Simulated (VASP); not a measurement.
A run of VASP 6.6.1:

Contents of INCAR:

```
PREC = Accurate
ENCUT = 520
EDIFF = 1E-6
ISMEAR = 0
SIGMA = 0.05
LREAL = False
LASPH = True
NELM = 60
ALGO = Normal
ISIF = 2
LWAVE = False
LCHARG = True
GGA = PS
LELF = True
LVHAR = True
NBANDS = 26
```

KPOINTS

```
Automatic mesh
0
Gamma
  12 12 4
```

The input POSCAR:

```
ZnO
1.0
    3.1851501443      0.0000000000      0.0000000000
   -1.5925750721      2.7584209398      0.0000000000
    0.0000000000      0.0000000000      7.5982142517
Zn O
2 2
Direct
    0.0000000000      0.0000000000      0.7500000000
    0.0000000000      0.0000000000      0.2500000000
    0.3333333333      0.6666666667      0.2500000000
    0.6666666667      0.3333333333      0.7500000000
```

Potentials or basis: VASP PAW PBE potentials, release 64 (Zn, O).

Launch:

```console
$ cat potpaw_PBE.64/Zn/POTCAR potpaw_PBE.64/O/POTCAR > POTCAR
$ mpirun -np 1 vasp_std > vasp.out
```

Hardware: 1 thread of Intel Xeon 8259CL (shared host).

Problem. How long does it take, and how much memory?

Solution. It took 2 min on 1 thread of Intel Xeon 8259CL (shared host), peak memory 0.23 GiB. Counts: scf iterations 15, k points 57.
